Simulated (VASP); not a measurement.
Here is a VASP 6.6.1 calculation.

The input INCAR:

```
  ALGO = Normal
  EDIFF = 1E-6
  ENCUT = 600
  GGA = PE
  GGA_COMPAT = False
  ISIF = 2
  ISMEAR = 0
  ISYM = 0
  LASPH = True
  LCHARG = False
  LREAL = False
  LWAVE = False
  NBANDS = 11
  NELM = 120
  PREC = Accurate
  SIGMA = 0.01
```

File KPOINTS:

```
Automatic mesh
0
Gamma
  3 3 3
  0.5 0.5 0.5
```

The input POSCAR:

```
SiC
1.0
    0.0000000000      2.1790000000      2.1790000000
    2.1790000000      0.0000000000      2.1790000000
    2.1790000000      2.1790000000      0.0000000000
Si C
1 1
Direct
    0.0000000000      0.0000000000      0.0000000000
    0.2500000000      0.2500000000      0.2500000000
```

Potentials or basis: VASP PAW PBE potentials, release 64 (Si, C).

Launch:

```console
$ cat potpaw_PBE.64/Si/POTCAR potpaw_PBE.64/C/POTCAR > POTCAR
$ mpirun -np 1 vasp_std > vasp.out
```

**Question.** Predict the band gap on the k mesh.

**Answer.** 3.05 eV, indirect (least direct gap 5.50 eV).

**Question.** What does it give for the pressure?

**Answer.** 3.1 GPa.

Caveat: the k points lie up to 0.83 Å⁻¹ apart. A k mesh can miss the band edges.
